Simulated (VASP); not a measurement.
Write the native input for VASP 6.6.1 that does the following.

```yaml
Task: single point
Functional: LDA
Potentials_or_basis: VASP PAW LDA potentials, release 64 (Sb)
Cutoff: 520 eV
k_mesh: 9 × 9 × 9
Occupations: fermi-dirac, width 0.03 eV
Spin: no spin polarisation
Dipole_correction: no
Further_INCAR_settings: ALGO = Normal; EDIFF = 1e-07; NBANDS = 12
```

The structure of Sb lies in POSCAR:

```
Sb
1.0
    2.1456002536      1.2387628840      3.6587425366
   -2.1456002536      1.2387628840      3.6587425366
    0.0000000000     -2.4775257680      3.6587425366
Sb
2
Direct
    0.2359371474      0.2359371474      0.2359371474
    0.7640628526      0.7640628526      0.7640628526
```

One way to write it, as run:

INCAR

```
SYSTEM = Sb
PREC = Accurate ; ENCUT = 520
EDIFF = 1E-7 ; ISMEAR = -1
SIGMA = 0.03 ; LREAL = .FALSE.
LASPH = .TRUE. ; NELM = 100
ALGO = Normal ; ISIF = 2
LWAVE = .FALSE. ; LCHARG = .FALSE.
NBANDS = 12
```

KPOINTS

```
regular mesh
0
G
  9 9 9
  0 0 0
```

Potentials or basis: VASP PAW LDA potentials, release 64 (Sb).

Command:

```bash
$ cat potpaw_LDA.64/Sb/POTCAR > POTCAR
$ mpirun -np 1 vasp_std > vasp.out
```

It gave:

- Pressure: 0.3 GPa
- Largest force: 0.035 eV/Å
- Band gap on the k mesh: 0.02 eV, indirect (least direct gap 0.44 eV)

Caveat: spin-orbit coupling is left out, which moves the levels of the heavy elements.

Wall time 110 s on 1 thread of AMD EPYC 7R13 (shared host), peak memory 0.17 GiB.
